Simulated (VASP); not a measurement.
# Si8C7 (a cell with a defect) in VASP: a series of runs, part 2 of 2

VASP 6.6.1.

## 3. Single point, PBE

INCAR

```
SYSTEM = Si8C7
PREC     = Accurate       ! precision mode
ENCUT    = 520            ! plane-wave cutoff, eV
EDIFF    = 1E-6           ! SCF threshold, eV
ISMEAR   = 0              ! smearing method
SIGMA    = 0.02           ! smearing width, eV
LREAL    = .False.        ! projectors in reciprocal space
LASPH    = .True.         ! aspherical terms in the spheres
NELM     = 120            ! most SCF steps
ALGO     = Normal         ! electronic algorithm
ISIF     = 2              ! what is computed and relaxed
LWAVE    = .False.        ! write WAVECAR
LCHARG   = .True.         ! write CHGCAR
GGA      = PE             ! functional
LELF     = .True.         ! ELF
LVHAR    = .True.       
NBANDS   = 43             ! bands
NELECT   = 62.0         
GGA_COMPAT= .False.
```

KPOINTS

```
regular mesh
0
Gamma
  2 2 2
  0 0 0
```

POSCAR

```
Si8C7
1.0
   -3.0759998770     -5.3277880710      0.0000000000
    4.6139999385     -2.6638941065      0.0000000000
    0.0000000000      0.0000000000      5.0480000000
Si C
8 7
Direct
    0.5000000000      0.6279553471     -0.0236410578
    0.5000000000      0.3485171733      0.5313157843
    0.2861043875      0.1770790534      0.0013086353
    0.2529992812      0.8371033801      0.4963981845
    0.0000000000      0.6660275697     -0.0035872076
    0.0000000000      0.3306585791      0.5039585161
    0.7138956125      0.1770790534      0.0013086353
    0.7470007188      0.8371033801      0.4963981845
    0.5000000000      0.6726753998      0.3598243131
    0.0000000000      0.3309229863      0.8801437789
    0.2494491236      0.1694196566      0.3817939903
    0.2545947145      0.8269262387      0.8723231537
    0.0000000000      0.6688532172      0.3733379454
    0.7505508764      0.1694196566      0.3817939903
    0.7454052855      0.8269262387      0.8723231537
```

Potentials or basis: VASP PAW PBE potentials, release 64 (Si, C).

Run with:

```sh
$ cat potpaw_PBE.64/Si/POTCAR potpaw_PBE.64/C/POTCAR > POTCAR
$ mpirun -np 1 vasp_std > vasp.out
```

OUTCAR:

```text
SYSTEM = Si8C7
   PREC = Accurate
   ENCUT = 520
   EDIFF = 1E-6
   ISMEAR = 0
   LREAL = .False.
   LASPH = .True.
   NELM = 120
   ISIF = 2
   GGA = PE
   NELECT = 62.0

 ion  position               nearest neighbor table
   1  0.500  0.628  0.976-  15 1.92  12 1.92   9 1.95   2 2.70   3 2.74   7 2.74   8 3.07   4 3.07
                             5 3.08   5 3.08
   2  0.500  0.349  0.531-   9 1.93  11 1.96  14 1.96   1 2.70   3 2.86   7 2.86   8 3.02   4 3.02
                             6 3.08   6 3.08   3 3.12   7 3.12   4 3.12   8 3.12
[... 605 lines left out ...]
    -3.075999877 -5.327788071  0.000000000    -0.081274386 -0.140771365  0.000000000
     4.613999939 -2.663894106  0.000000000     0.162548767 -0.093847574  0.000000000
     0.000000000  0.000000000  5.048000000     0.000000000  0.000000000  0.198098257

 POSITION                                       TOTAL-FORCE (eV/Angst)
 -----------------------------------------------------------------------------------
      1.35939     -4.33670      4.92866        -0.005019      0.002898     -0.026906
      0.07006     -3.59231      2.68208         0.015263     -0.008812     -0.012357
     -0.06301     -1.99602      0.00661        -0.010283     -0.010947     -0.001341
      3.08417     -3.57788      2.50582        -0.000768     -0.000121     -0.013112
      3.07305     -1.77423      5.02989        -0.000175      0.000101      0.008825
      1.52566     -0.88084      2.54398        -0.003820      0.002205     -0.006159
     -1.37890     -4.27520      0.00661         0.004339      0.014379     -0.001341
      1.56462     -6.20982      2.50582        -0.000279      0.000725     -0.013112
      1.56572     -4.45583      1.81639        -0.012367      0.007140      0.008182
      1.52688     -0.88154      4.44297        -0.012948      0.007475      0.009208
      0.01440     -1.78033      1.92730         0.003146     -0.006334      0.008260
      3.03230     -3.55927      4.40349         0.011860     -0.000858      0.010523
      3.08609     -1.78175      1.88461        -0.002680      0.001548      0.010549
     -1.52699     -4.45009      1.92730         0.007059      0.000443      0.008260
      1.52257     -6.17421      4.40349         0.006673     -0.009842      0.010523
 -----------------------------------------------------------------------------------
    total drift:                               -0.000081      0.000047     -0.000152

  FREE ENERGIE OF THE ION-ELECTRON SYSTEM (eV)
  ---------------------------------------------------
  free  energy   TOTEN  =       -87.9516646902 eV

  energy  without entropy=      -87.9516646902  energy(sigma->0) =      -87.95166469
```

OSZICAR:

```text
N       E                     dE             d eps       ncg     rms          rms(c)
DAV:   1     0.202804163255E+03    0.20280E+03   -0.28416E+04   688   0.130E+03
DAV:   2    -0.813437269069E+02   -0.28415E+03   -0.27072E+03   840   0.224E+02
DAV:   3    -0.100409882770E+03   -0.19066E+02   -0.18808E+02   864   0.549E+01
DAV:   4    -0.100833262148E+03   -0.42338E+00   -0.42173E+00   896   0.891E+00
DAV:   5    -0.100842181877E+03   -0.89197E-02   -0.89080E-02   856   0.123E+00    0.228E+01
DAV:   6    -0.881521485186E+02    0.12690E+02   -0.44653E+01   802   0.233E+01    0.103E+01
DAV:   7    -0.880244589140E+02    0.12769E+00   -0.38359E+00   856   0.736E+00    0.474E+00
DAV:   8    -0.879554135342E+02    0.69045E-01   -0.17573E-01   848   0.179E+00    0.165E+00
DAV:   9    -0.879511089211E+02    0.43046E-02   -0.25810E-02   848   0.792E-01    0.241E-01
DAV:  10    -0.879514091272E+02   -0.30021E-03   -0.36499E-03   848   0.256E-01    0.138E-01
DAV:  11    -0.879516167881E+02   -0.20766E-03   -0.53674E-04   816   0.107E-01    0.637E-02
DAV:  12    -0.879516612091E+02   -0.44421E-04   -0.11845E-04   920   0.522E-02    0.194E-02
DAV:  13    -0.879516637352E+02   -0.25261E-05   -0.17617E-05   864   0.202E-02    0.582E-03
DAV:  14    -0.879516646902E+02   -0.95498E-06   -0.24351E-06   656   0.675E-03
   1 F= -.87951665E+02 E0= -.87951665E+02  d E =-.301536E-11
```

stdout:

```text
POSCAR found type information on POSCAR SiC
 POSCAR found :  2 types and      15 ions
 scaLAPACK will be used
 LDA part: xc-table for (Slater+PW92), standard interpolation
 POSCAR, INCAR and KPOINTS ok, starting setup
 FFT: planning ... GRIDC
 FFT: planning ... GRID_SOFT
 FFT: planning ... GRID
 WAVECAR not read
 entering main loop
 the old and the new charge density differ
 old charge density:    60.00000 new   62.00000
    0.228E+01
```

Run time: 41 s. Hardware: 1 thread of Intel Xeon Platinum 8488C (Sapphire Rapids), shared host; peak memory 0.26 GiB.

Results:

* Free energy: -87.9517 eV
* Largest force: 0.028 eV/Å

Forces in eV/Å, atoms in the order of the input:
```
Si  -0.005  0.003 -0.027
Si   0.015 -0.009 -0.012
Si  -0.010 -0.011 -0.001
Si  -0.001  0.000 -0.013
Si   0.000  0.000  0.009
Si  -0.004  0.002 -0.006
Si   0.004  0.014 -0.001
Si   0.000  0.001 -0.013
C   -0.012  0.007  0.008
C   -0.013  0.007  0.009
C    0.003 -0.006  0.008
C    0.012 -0.001  0.011
C   -0.003  0.002  0.011
C    0.007  0.000  0.008
C    0.007 -0.010  0.011
```

Levels at points of the mesh, in eV from the Fermi level:
```tsv
k point	band 29	band 30	band 31	band 32	band 33	band 34
(0.00, 0.00, 0.00)	-2.21	-0.36	0.53	0.98	1.04	1.56
(0.50, 0.00, 0.00)	-2.38	-1.12	-0.39	0.14	0.83	1.24
(0.00, 0.50, 0.00)	-2.28	-0.67	-0.09	0.79	1.22	1.57
(0.50, 0.50, 0.00)	-3.00	-0.53	-0.45	-0.38	2.39	2.60
(0.00, 0.00, 0.50)	-2.42	-0.40	0.23	1.10	1.36	1.96
(0.50, 0.00, 0.50)	-3.19	-1.18	-0.57	0.09	2.62	2.96
(0.00, 0.50, 0.50)	-3.24	-0.93	-0.40	0.51	1.24	1.47
(0.50, 0.50, 0.50)	-3.63	-1.32	-1.09	-0.71	2.68	2.70
```

Caveat: the k points lie up to 0.62 Å⁻¹ apart; the cell carries a net charge on a neutralising background, which shifts energy and pressure; the cell is charged against a uniform background, so pressure and absolute levels hang on convention.

## 4. Single point, PBE

INCAR, as its differences from that of step 3:

```diff
@@ -16,4 +16,4 @@
 LVHAR    = .True.       
+NELECT   = 62.0         
 NBANDS   = 43             ! bands
-NELECT   = 62.0         
 GGA_COMPAT= .False.
```

KPOINTS is that of step 3.

POSCAR

```
Si8C7
1.0
   -3.0760000000     -5.3277880000      0.0000000000
    4.6140000000     -2.6638940000      0.0000000000
    0.0000000000      0.0000000000      5.0480000000
Si C
8 7
Direct
    0.4992609917      0.6664019962     -0.0001864105
    0.4992817745      0.3310497916      0.5076016244
    0.2129968879      0.1773230228      0.0046671949
    0.2463549040      0.8376295372      0.4995095087
   -0.0008737823      0.6281478643     -0.0211432250
   -0.0006376898      0.3494727928      0.5343569731
    0.7857363402      0.1776111796      0.0047803090
    0.7522898409      0.8376448961      0.4995837956
    0.4993288450      0.6692911849      0.3768583597
    0.4991634582      0.3311193753      0.8838141838
    0.2497958316      0.1700344556      0.3852173138
    0.2446345654      0.8274822114      0.8756866086
   -0.0006740298      0.6730744873      0.3628448891
    0.7488567176      0.1700954190      0.3853496434
    0.7538251646      0.8276595592      0.8757365293
```

Run with:

```sh
$ cat potpaw_PBE.64/Si/POTCAR potpaw_PBE.64/C/POTCAR > POTCAR
$ mpirun -np 1 vasp_std > vasp.out
```

It took 37 s on 1 thread of Intel Xeon Platinum 8488C (Sapphire Rapids), shared host; peak memory 0.27 GiB.

The run converged. Its results:

```yaml
Free_energy: -87.9518 eV
Largest_force: 0.011 eV/Å
```

Forces in eV/Å, atoms in the order of the input:
```
Si   0.003 -0.001  0.004
Si   0.000 -0.003 -0.011
Si  -0.003 -0.001  0.002
Si   0.006  0.007  0.004
Si   0.003 -0.002  0.000
Si  -0.007  0.005 -0.003
Si   0.000  0.005  0.001
Si   0.000 -0.009  0.001
C    0.001  0.000 -0.001
C    0.005 -0.005 -0.009
C    0.004  0.001  0.004
C   -0.008 -0.007 -0.001
C   -0.003  0.004  0.007
C   -0.001 -0.003  0.002
C    0.000  0.008 -0.001
```

Levels at points of the mesh, in eV from the Fermi level:
```
           k point  band 29  band 30  band 31  band 32  band 33  band 34
(0.00, 0.00, 0.00)    -2.21    -0.36     0.53     0.99     1.04     1.56
(0.50, 0.00, 0.00)    -2.38    -1.12    -0.39     0.14     0.84     1.24
(0.00, 0.50, 0.00)    -2.27    -0.67    -0.09     0.79     1.22     1.58
(0.50, 0.50, 0.00)    -3.00    -0.54    -0.45    -0.37     2.39     2.61
(0.00, 0.00, 0.50)    -2.42    -0.41     0.24     1.11     1.36     1.96
(0.50, 0.00, 0.50)    -3.19    -1.17    -0.58     0.10     2.60     2.96
(0.00, 0.50, 0.50)    -3.23    -0.95    -0.39     0.51     1.24     1.47
(0.50, 0.50, 0.50)    -3.63    -1.31    -1.11    -0.70     2.68     2.70
```

Caveat: the k points lie up to 0.62 Å⁻¹ apart; the cell carries a net charge on a neutralising background, which shifts energy and pressure; the cell is charged against a uniform background, so pressure and absolute levels hang on convention.
